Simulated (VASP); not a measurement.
# SnTe (Fm-3m) in VASP: settings compared

Aim: see how the results for SnTe move with the level of theory and the settings. Levels: PBE, LDA. Tasks: single point.

All numbers are computed with VASP 6.6.1; they aren't measurements. Logs are shortened: lines on timing, memory, paths and dates and some standing lists are left out, and cuts for length are marked.

## 1. The cell of the first run

It takes space group Fm-3m (No. 225, cubic). Conventional cell: a = 6.385 Å, b = 6.385 Å, c = 6.385 Å, α = 90.00°, β = 90.00°, γ = 90.00°. Within 4.2 Å of Te (site symmetry m-3m) lie 6 Sn at 3.19 Å. Within 4.2 Å of Sn (site symmetry m-3m) lie 6 Te at 3.19 Å.

## 2. Single point, PBE, non-collinear spin, zero start, spin-orbit coupling

File INCAR:

```
ALGO = Normal
EDIFF = 1E-7
ENCUT = 520
GGA = PE
GGA_COMPAT = F
ISIF = 2
ISMEAR = -1
LASPH = T
LCHARG = F
LORBIT = 11
LORBMOM = T
LREAL = F
LSORBIT = T
LWAVE = F
MAGMOM = 0 0 0 0 0 0
NBANDS = 32
NELM = 150
PREC = Accurate
SIGMA = 0.05
```

File KPOINTS:

```
k-points
0
Gamma
  7 7 7
```

File POSCAR:

```
SnTe
1.0
    0.0000000000      3.1923133075      3.1923133075
    3.1923133075      0.0000000000      3.1923133075
    3.1923133075      3.1923133075      0.0000000000
Te Sn
1 1
Direct
    0.5000000000      0.5000000000      0.5000000000
    0.0000000000      0.0000000000      0.0000000000
```

Potentials or basis: VASP PAW PBE potentials, release 64 (Te, Sn_d).

Run with:

```sh
$ cat potpaw_PBE.64/Te/POTCAR potpaw_PBE.64/Sn_d/POTCAR > POTCAR
$ mpirun -np 1 vasp_ncl > vasp.out
```

OUTCAR:

```text
EDIFF = 1E-7
   ENCUT = 520
   GGA = PE
   ISIF = 2
   ISMEAR = -1
   LASPH = T
   LORBIT = 11
   LREAL = F
   LSORBIT = T
   NELM = 150
   PREC = Accurate

 ion  position               nearest neighbor table
   1  0.500  0.500  0.500-   2 3.19   2 3.19   2 3.19   2 3.19   2 3.19   2 3.19
   2  0.000  0.000  0.000-   1 3.19   1 3.19   1 3.19   1 3.19   1 3.19   1 3.19

  LATTYP: Found a face centered cubic cell.
 ALAT       =     6.3846266150

  Lattice vectors:

 A1 = (   0.0000000000,   3.1923133075,   3.1923133075)
 A2 = (   3.1923133075,   0.0000000000,   3.1923133075)
 A3 = (   3.1923133075,   3.1923133075,   0.0000000000)

Analysis of symmetry for initial positions (statically):
=====================================================================
 Subroutine PRICEL returns:
 Original cell was already a primitive cell.

 Routine SETGRP: Setting up the symmetry group for a
 face centered cubic supercell.

 Subroutine GETGRP returns: Found 48 space group operations
 (whereof 48 operations were pure point group operations)
 out of a pool of 48 trial point group operations.

The static configuration has the point symmetry O_h .

Analysis of symmetry for dynamics (positions and initial velocities):
=====================================================================
 Subroutine PRICEL returns:
 Original cell was already a primitive cell.

 Routine SETGRP: Setting up the symmetry group for a
 face centered cubic supercell.

 Subroutine GETGRP returns: Found 48 space group operations
 (whereof 48 operations were pure point group operations)
 out of a pool of 48 trial point group operations.

The dynamic configuration has the point symmetry O_h .

Analysis of structural, dynamic, and magnetic symmetry:
=====================================================================
 Subroutine PRICEL returns:
 Original cell was already a primitive cell.

 Routine SETGRP: Setting up the symmetry group for a
 face centered cubic supercell.

 Subroutine GETGRP returns: Found 48 space group operations
 (whereof 48 operations were pure point group operations)
 out of a pool of 48 trial point group operations.

The overall configuration has the point symmetry O_h .

 Subroutine INISYM returns: Found 48 space group operations
 (whereof 48 operations are pure point group operations),
 and found     1 'primitive' translations

----------------------------------------------------------------------------------------

                                     Primitive cell

  volume of cell :      65.0649

  direct lattice vectors                    reciprocal lattice vectors
     0.000000000  3.192313308  3.192313308    -0.156626231  0.156626231  0.156626231
     3.192313308  0.000000000  3.192313308     0.156626231 -0.156626231  0.156626231
     3.192313308  3.192313308  0.000000000     0.156626231  0.156626231 -0.156626231

  length of vectors
     4.514612775  4.514612775  4.514612775     0.271284589  0.271284589  0.271284589

  position of ions in fractional coordinates (direct lattice)
     0.500000000  0.500000000  0.500000000
     0.000000000  0.000000000  0.000000000

  ion indices of the primitive-cell ions
   primitive index   ion index
                 1           1
                 2           2

----------------------------------------------------------------------------------------

 KPOINTS: k-points

Automatic generation of k-mesh.
 Grid dimensions read from file:
 generate k-points for:    7    7    7

 Generating k-lattice:

  Cartesian coordinates                     Fractional coordinates (reciprocal lattice)
    -0.022375176  0.022375176  0.022375176     0.142857143  0.000000000  0.000000000
     0.022375176 -0.022375176  0.022375176     0.000000000  0.142857143  0.000000000
     0.022375176  0.022375176 -0.022375176     0.000000000  0.000000000  0.142857143

  Length of vectors
     0.038754941  0.038754941  0.038754941

  Shift w.r.t. Gamma in fractional coordinates (k-lattice)
     0.000000000  0.000000000  0.000000000

 Subroutine IBZKPT returns following result:
 ===========================================

 Found     20 irreducible k-points:

 Following reciprocal coordinates:
            Coordinates               Weight
  0.000000  0.000000  0.000000      1.000000
  0.142857  0.000000  0.000000      8.000000
  0.285714  0.000000  0.000000      8.000000
  0.428571  0.000000  0.000000      8.000000
  0.142857  0.142857  0.000000      6.000000
  0.285714  0.142857  0.000000     24.000000
[... 12 lines left out ...]
 -0.428571  0.428571  0.142857     24.000000
 -0.285714  0.428571  0.142857     24.000000
   k-points           NKPTS =     20   k-points in BZ     NKDIM =     20   number of bands    NBANDS=     32
[... 23 lines left out ...]
   ISIF   =      2    stress and relaxation
   ISYM   =      2    0-nonsym 1-usesym 2-fastsym
   POTIM  = 0.5000    time-step for ionic-motion
   TEBEG  =    0.0;   TEEND  =   0.0 temperature during run
   PSTRESS=    0.0 pullay stress
   NELECT =      20.0000    total number of electrons
   NUPDOWN=      -1.0000    fix difference up-down
   EMIN   =  10.00;   EMAX   =-10.00  energy-range for DOS
   EFERMI =   0.00;   METHOD = LEGACY
   ISMEAR =    -1;   SIGMA  =   0.05  broadening in eV -4-tet -1-fermi 0-gaus
   EFERMI_NEDOS =   21; number of points for ismear=-14 and -15
   IALGO  =     38    algorithm
   IMIX   =      4    mixing-type and parameters
     AMIX     =   0.40;   BMIX     =  1.00
     AMIX_MAG =   1.60;   BMIX_MAG =  1.00
  volume/ion in A,a.u.               =      32.53       219.54
  Fermi-wavevector in a.u.,A,eV,Ry     =   1.104848  2.087861 16.608493  1.220690
  Thomas-Fermi vector in A             =   2.241327
   LORBIT       =     11    0 simple, 1 ext, 2 COOP (PROOUT), +10 PAW based schemes
   GGA     = PE    functional components
   LHFCALC =     F    Hartree Fock is set to
   AEXX    =    0.0000 exact exchange contribution
   IVDW    =     0    specifies the selected vdW correction
   LEPSILON=     F    determine dielectric tensor
   LRPA    =     F    only Hartree local field effects (RPA)
  energy-cutoff  :      520.00
  volume of cell :       65.06
 maximum number of plane-waves:      3614
 NGX is ok and might be reduce to    36
   NGX = 17   NGY = 17   NGZ = 17

 number of electron      20.0000003 magnetization      -0.0000000     -0.0000000      0.0000000

 number of electron      20.0000003 magnetization       0.0000000      0.0000000      0.0000000

 number of electron      20.0000003 magnetization      -0.0000000     -0.0000000     -0.0000000

 Free energy of the ion-electron system (eV)
  ---------------------------------------------------
  ext. energy  EPLUGINS =         0.00000000
  ---------------------------------------------------
  free energy    TOTEN  =        -7.71436575 eV

  energy without entropy =       -7.71409997  energy(sigma->0) =       -7.71423286

 E-fermi :   6.4501     XC(G=0):  -9.3201

 val. band max:        6.2126270729   @ k =   0.4286   0.0000   0.0000
 cond. band min:       6.6849836509   @ k =   0.4286   0.0000   0.0000
 fundamental gap:      0.4723565780
 Fermi energy:         6.4500714247

 k-point     1 :       0.0000    0.0000    0.0000
  band No.  band energies     occupation
      1     -16.0219      1.00000
      2     -16.0219      1.00000
      3     -16.0219      1.00000
      4     -16.0219      1.00000
      5     -14.9864      1.00000
      6     -14.9864      1.00000
[... 689 lines left out ...]
     31      16.2143      0.00000
     32      16.2143      0.00000

------------------------ aborting loop because EDIFF is reached ----------------------------------------

  FORCE on cell =-STRESS in cart. coord.  units (eV):
  Direction    XX          YY          ZZ          XY          YZ          ZX
  --------------------------------------------------------------------------------------
  -------------------------------------------------------------------------------------
  Total        0.1749722      0.1749722      0.1749722      0.0000000      0.0000000     -0.0000000
  in kB        4.3085691      4.3085691      4.3085691      0.0000000      0.0000000     -0.0000000
  external PRESSURE =       4.3085691 kB  Pullay stress =       0.0000000 kB

 VOLUME and BASIS-vectors are now :
 -----------------------------------------------------------------------------
  energy-cutoff  :      520.00
  volume of cell :       65.06
      direct lattice vectors                 reciprocal lattice vectors
     0.000000000  3.192313308  3.192313308    -0.156626231  0.156626231  0.156626231
     3.192313308  0.000000000  3.192313308     0.156626231 -0.156626231  0.156626231
     3.192313308  3.192313308  0.000000000     0.156626231  0.156626231 -0.156626231

 POSITION                                       TOTAL-FORCE (eV/Angst)
 -----------------------------------------------------------------------------------
      3.19231      3.19231      3.19231        -0.000000      0.000000      0.000000
      0.00000      0.00000      0.00000         0.000000     -0.000000     -0.000000
 -----------------------------------------------------------------------------------
    total drift:                               -0.000000      0.000000      0.000000

  FREE ENERGIE OF THE ION-ELECTRON SYSTEM (eV)
  ---------------------------------------------------
  free  energy   TOTEN  =        -7.7143657521 eV

  energy  without entropy=       -7.7140999674  energy(sigma->0) =       -7.71423286

 orbital moment (x)

 # of ion     p       d       tot
 ----------------------------------------
  1        -0.000   0.000  -0.000
  2        -0.000   0.000  -0.000
 ----------------------------------------
           -0.000   0.000  -0.000

 orbital moment (y)

 # of ion     p       d       tot
 ----------------------------------------
  1        -0.000  -0.000  -0.000
  2        -0.000   0.000  -0.000
 ----------------------------------------
           -0.000   0.000  -0.000

 orbital moment (z)

 # of ion     p       d       tot
 ----------------------------------------
  1         0.000   0.000   0.000
  2         0.000   0.000   0.000
 ----------------------------------------
            0.000   0.000   0.000

 Spin-Orbit-Coupling matrix elements

 Ion:    1  E_soc:     -0.2041670
 l=   1
     0.0000000    -0.0340175    -0.0340175
    -0.0340175     0.0000000    -0.0340175
    -0.0340175    -0.0340175     0.0000000
 l=   2
     0.0000000    -0.0000104     0.0000000    -0.0000104     0.0000001
    -0.0000104     0.0000000     0.0000001    -0.0000104     0.0000000
     0.0000000     0.0000001     0.0000000     0.0000001     0.0000000
    -0.0000104    -0.0000104     0.0000001     0.0000000     0.0000000
     0.0000001     0.0000000     0.0000000     0.0000000     0.0000000
 l=   3
     0.0000000     0.0000000     0.0000000     0.0000000     0.0000000     0.0000000     0.0000000
     0.0000000     0.0000000     0.0000000     0.0000000     0.0000000     0.0000000     0.0000000
     0.0000000     0.0000000     0.0000000     0.0000000     0.0000000     0.0000000     0.0000000
     0.0000000     0.0000000     0.0000000     0.0000000     0.0000000     0.0000000     0.0000000
     0.0000000     0.0000000     0.0000000     0.0000000     0.0000000     0.0000000     0.0000000
     0.0000000     0.0000000     0.0000000     0.0000000     0.0000000     0.0000000     0.0000000
     0.0000000     0.0000000     0.0000000     0.0000000     0.0000000     0.0000000     0.0000000

 Ion:    2  E_soc:     -0.0939721
 l=   1
     0.0000000    -0.0095030    -0.0095030
    -0.0095030     0.0000000    -0.0095030
    -0.0095030    -0.0095030     0.0000000
 l=   2
     0.0000000    -0.0012199     0.0000000    -0.0012199    -0.0049391
    -0.0012199     0.0000000    -0.0037043    -0.0012199    -0.0012348
     0.0000000    -0.0037043     0.0000000    -0.0037043     0.0000000
    -0.0012199    -0.0012199    -0.0037043     0.0000000    -0.0012348
    -0.0049391    -0.0012348     0.0000000    -0.0012348     0.0000000
 l=   3
     0.0000000     0.0000000     0.0000000     0.0000000     0.0000000     0.0000000     0.0000000
     0.0000000     0.0000000     0.0000000     0.0000000     0.0000000     0.0000000     0.0000000
     0.0000000     0.0000000     0.0000000     0.0000000     0.0000000     0.0000000     0.0000000
     0.0000000     0.0000000     0.0000000     0.0000000     0.0000000     0.0000000     0.0000000
     0.0000000     0.0000000     0.0000000     0.0000000     0.0000000     0.0000000     0.0000000
     0.0000000     0.0000000     0.0000000     0.0000000     0.0000000     0.0000000     0.0000000
     0.0000000     0.0000000     0.0000000     0.0000000     0.0000000     0.0000000     0.0000000

 total charge

# of ion       s       p       d       tot
------------------------------------------
    1        1.384   1.956   0.026   3.366
    2        1.370   0.713   9.979  12.062
--------------------------------------------------
tot          2.754   2.670  10.005  15.428

 magnetization (x)

# of ion       s       p       d       tot
------------------------------------------
    1       -0.000   0.000   0.000   0.000
    2       -0.000  -0.000   0.000  -0.000
--------------------------------------------------
tot         -0.000   0.000   0.000  -0.000

 magnetization (y)

# of ion       s       p       d       tot
------------------------------------------
    1       -0.000   0.000   0.000   0.000
    2        0.000  -0.000   0.000   0.000
--------------------------------------------------
tot          0.000   0.000   0.000   0.000

 magnetization (z)

# of ion       s       p       d       tot
------------------------------------------
    1       -0.000   0.000   0.000  -0.000
    2       -0.000   0.000   0.000  -0.000
--------------------------------------------------
tot         -0.000   0.000   0.000  -0.000
```

Wall time 2.7 min (1 thread of Intel Xeon 8259CL, shared host); peak memory 0.41 GiB.

Results:

| Quantity | Value |
| --- | --- |
| Free energy | -7.7144 eV |
| Pressure | 0.4 GPa |
| Net moment | 0.00 μB per cell |
| Valence electrons inside the program's atomic spheres | Te 3.37; Sn 12.06 |

Moments on the atoms (μB; x, y, z):
```
Te  0.00 0.00 0.00
Sn  0.00 0.00 0.00
```

Caveat: this odd mesh misses L, so gap, dielectric constants and Born charges aren't listed.

## 3. Single point, PBE, non-collinear spin, zero start, spin-orbit coupling

This run uses another cell than the first one, of 33.16 Å³/atom.

File INCAR:

```
PREC     = Accurate       # precision mode
ENCUT    = 520            # plane-wave cutoff, eV
EDIFF    = 1E-6           # SCF threshold, eV
ISMEAR   = -1             # smearing method
SIGMA    = 0.05           # smearing width, eV
LREAL    = F              # projectors in reciprocal space
LASPH    = T              # aspherical terms in the spheres
NELM     = 150            # most SCF steps
ALGO     = Normal         # electronic algorithm
ISIF     = 2              # what is computed and relaxed
LWAVE    = F              # write WAVECAR
LCHARG   = T              # write CHGCAR
MAGMOM   = 0 0 0 0 0 0    # initial moments
LORBIT   = 11             # projections on sites
LSORBIT  = T              # spin-orbit coupling
GGA_COMPAT= F            
LORBMOM  = T            
GGA      = PE             # functional
LVHAR    = T            
NBANDS   = 32             # bands
```

File KPOINTS:

```
regular mesh
0
Gamma
  7 7 7
```

File POSCAR:

```
SnTe
1.0
    0.0000000000      3.2126470615      3.2126470615
    3.2126470615      0.0000000000      3.2126470615
    3.2126470615      3.2126470615      0.0000000000
Te Sn
1 1
Direct
    0.5000000000      0.5000000000      0.5000000000
    0.0000000000      0.0000000000      0.0000000000
```

Potentials or basis: VASP PAW PBE potentials, release 64 (Te, Sn_d).

Run with:

```sh
$ cat potpaw_PBE.64/Te/POTCAR potpaw_PBE.64/Sn_d/POTCAR > POTCAR
$ mpirun -np 1 vasp_ncl > vasp.out
```

Run time: 3 min. Hardware: 1 thread of Intel Xeon 8259CL, shared host; peak memory 0.41 GiB.

The run converged. Its results:

```yaml
Free_energy: -7.7149 eV
Pressure: -0.3 GPa
Net_moment: 0.00 μB per cell
Valence_electrons_inside_the_program's_atomic_spheres: Te 3.36; Sn 12.05
```

Moments on the atoms (μB; x, y, z):
```
Te  0.00 0.00 0.00
Sn  0.00 0.00 0.00
```

Caveat: this odd mesh misses L, so gap, dielectric constants and Born charges aren't listed.

## 4. Single point, PBE

This run uses another cell than the first one, of 31.28 Å³/atom.

File INCAR:

```
PREC = Accurate ; ENCUT = 520
EDIFF = 1E-6 ; ISMEAR = -1
SIGMA = 0.05 ; LREAL = False
LASPH = True ; NELM = 100
ALGO = Normal ; ISIF = 2
LWAVE = False ; LCHARG = True
GGA = PE ; LELF = True
LVHAR = True ; NBANDS = 17
```

File KPOINTS:

```
Automatic mesh
0
Gamma
  4 4 4
```

File POSCAR:

```
SnTe
1.0
    0.0000000000      3.1508500000      3.1508500000
    3.1508500000      0.0000000000      3.1508500000
    3.1508500000      3.1508500000      0.0000000000
Te Sn
1 1
Direct
    0.5000000000      0.5000000000      0.5000000000
    0.0000000000      0.0000000000      0.0000000000
```

Run with:

```sh
$ cat potpaw_PBE.64/Te/POTCAR potpaw_PBE.64/Sn_d/POTCAR > POTCAR
$ mpirun -np 1 vasp_std > vasp.out
```

Run time: 26 s. Hardware: 1 thread of Intel Xeon 8259CL, shared host; peak memory 0.2 GiB.

The run converged. Its results:

- Free energy: -7.5465 eV
- Pressure: 1.8 GPa
- Band gap on the k mesh: 0.10 eV

Levels at points of the mesh, in eV from the valence-band top:
| k point | band 7 | band 8 | band 9 | band 10 | band 11 | band 12 | band 13 | band 14 |
| --- | --- | --- | --- | --- | --- | --- | --- | --- |
| (0.00, 0.00, 0.00) | -4.69 | -2.16 | -2.16 | -2.16 | 3.34 | 3.34 | 3.34 | 4.75 |
| (0.50, 0.00, 0.00) | -8.35 | -1.82 | -1.82 | 0.00 | 0.10 | 0.36 | 0.36 | 7.76 |
| (0.50, 0.50, 0.00) | -6.48 | -5.59 | -3.75 | -3.75 | 2.16 | 4.92 | 4.92 | 6.37 |

Caveat: the k points lie up to 0.43 Å⁻¹ apart; spin-orbit coupling is left out, which moves the levels of the heavy elements.

## 5. Single point, LDA

This run uses another cell than the first one, of 30.27 Å³/atom.

File INCAR:

```
  PREC = Accurate
  ENCUT = 520
  EDIFF = 1E-7
  ISMEAR = -1
  SIGMA = 0.05
  LREAL = False
  LASPH = True
  NELM = 100
  ALGO = Normal
  ISIF = 2
  LWAVE = False
  LCHARG = False
  GGA = CA
  NBANDS = 17
```

File KPOINTS:

```
regular mesh
0
Gamma
  7 7 7
```

File POSCAR:

```
SnTe
1.0
    0.0000000000      3.1164927154      3.1164927154
    3.1164927154      0.0000000000      3.1164927154
    3.1164927154      3.1164927154      0.0000000000
Te Sn
1 1
Direct
    0.5000000000      0.5000000000      0.5000000000
    0.0000000000      0.0000000000      0.0000000000
```

Potentials or basis: VASP PAW LDA potentials, release 64 (Te, Sn_d).

Run with:

```sh
$ cat potpaw_LDA.64/Te/POTCAR potpaw_LDA.64/Sn_d/POTCAR > POTCAR
$ mpirun -np 1 vasp_std > vasp.out
```

Wall time 37 s (1 thread of Intel Xeon 8259CL, shared host); peak memory 0.18 GiB.

It converged, with:

| Quantity | Value |
| --- | --- |
| Free energy | -8.8389 eV |
| Pressure | 0.0 GPa |

Levels at points of the mesh, in eV from the Fermi level:
```
           k point  band 8  band 9  band 10  band 11  band 12  band 13
(0.00, 0.00, 0.00)   -2.25   -2.25    -2.25     3.32     3.32     3.32
```

Caveat: this odd mesh misses L, so gap, dielectric constants and Born charges aren't listed; spin-orbit coupling is left out, which moves the levels of the heavy elements.

## 6. Overview

| level | potentials or basis | spin | cell | k mesh | pressure (GPa) | moment (μB) |
| --- | --- | --- | --- | --- | --- | --- |
| PBE | VASP PAW PBE potentials, release 64 (Te, Sn_d) | non-collinear, zero start, SOC | a = 4.515 Å, angles 60.0°, 2 atoms | 7 × 7 × 7 | 0.4 | 0.00 |
| PBE | VASP PAW PBE potentials, release 64 (Te, Sn_d) | non-collinear, zero start, SOC | a = 4.543 Å, angles 60.0°, 2 atoms | 7 × 7 × 7 | -0.3 | 0.00 |
| PBE | VASP PAW PBE potentials, release 64 (Te, Sn_d) | off | a = 4.456 Å, angles 60.0°, 2 atoms | 4 × 4 × 4 | 1.8 | - |
| LDA | VASP PAW LDA potentials, release 64 (Te, Sn_d) | off | a = 4.407 Å, angles 60.0°, 2 atoms | 7 × 7 × 7 | 0.0 | - |

Alike in all rows: task single point; cutoff (eV) 520; smearing fermi-dirac 0.05 eV.

Caveats: some runs use coarse meshes; spin-orbit coupling is left out, which moves the levels of the heavy elements (at least some runs).

Total energies depend on the potentials used, so only differences within one code and one set of settings carry meaning.
